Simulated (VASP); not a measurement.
Co: single point with PBEsol

The system is Co.

```xyz
2
Lattice="2.5292 0.0000 0.0000 -1.2646 2.1904 0.0000 0.0000 0.0000 3.4913" Properties=species:S:1:pos:R:3 pbc="T T T"
Co    0.0000    1.4602    0.8728
Co    1.2646    0.7301    2.6185
```

```json
{"Program": "VASP 6.6.1", "Task": "single point", "Functional": "PBEsol", "Potentials or basis": "VASP PAW PBE potentials, release 64 (Co)", "Cutoff": "520 eV", "k mesh": "21 × 21 × 12", "Occupations": "gaussian, width 0.15 eV", "Spin": "collinear spin, ferromagnetic start", "Starting moments": "[1.79, 1.79] μB", "Dipole correction": "no", "Further INCAR settings": "ALGO = Fast; EDIFF = 1e-06; NBANDS = 20"}
```

| Quantity | Value |
| --- | --- |
| Pressure | 22.5 GPa |
| Net moment | 2.61 μB per cell |
| Site moments | Co +1.30 μB |
| Valence electrons inside the program's atomic spheres | Co 8.56 |

Stress tensor (GPa, compression positive):
```
 6.01  0.00  0.00
 0.00  6.01  0.00
 0.00  0.00 55.52
```

Levels at points of the mesh, in eV from the Fermi level:
Spin up:
| k point | band 6 | band 7 | band 8 | band 9 | band 10 | band 11 | band 12 | band 13 | band 14 | band 15 |
| --- | --- | --- | --- | --- | --- | --- | --- | --- | --- | --- |
| (0.00, 0.00, 0.00) | -2.49 | -2.18 | -2.18 | -1.87 | -0.41 | -0.41 | 2.05 | 10.02 | 20.79 | 23.19 |
| (0.00, 0.00, 0.50) | -3.20 | -2.50 | -2.50 | -0.69 | -0.69 | -0.69 | -0.69 | 20.21 | 20.21 | 22.45 |
Spin down:
```
           k point  band 5  band 6  band 7  band 8  band 9  band 10  band 11  band 12
(0.00, 0.00, 0.00)   -1.26   -1.26   -0.77   -0.77   -0.34     0.96     0.96     2.10
(0.00, 0.00, 0.50)   -1.93   -1.93   -1.23   -1.23    0.73     0.73     0.73     0.73
```

Run time: 2.1 min on 1 thread of AMD EPYC 9R45 96-Core Processor (Zen 5), on a shared host, peak memory 0.25 GiB.

Caveat: the stress differs along the axes, from 6 to 56 GPa; the PAW data sets were made with another functional, which shifts forces and pressure a little.
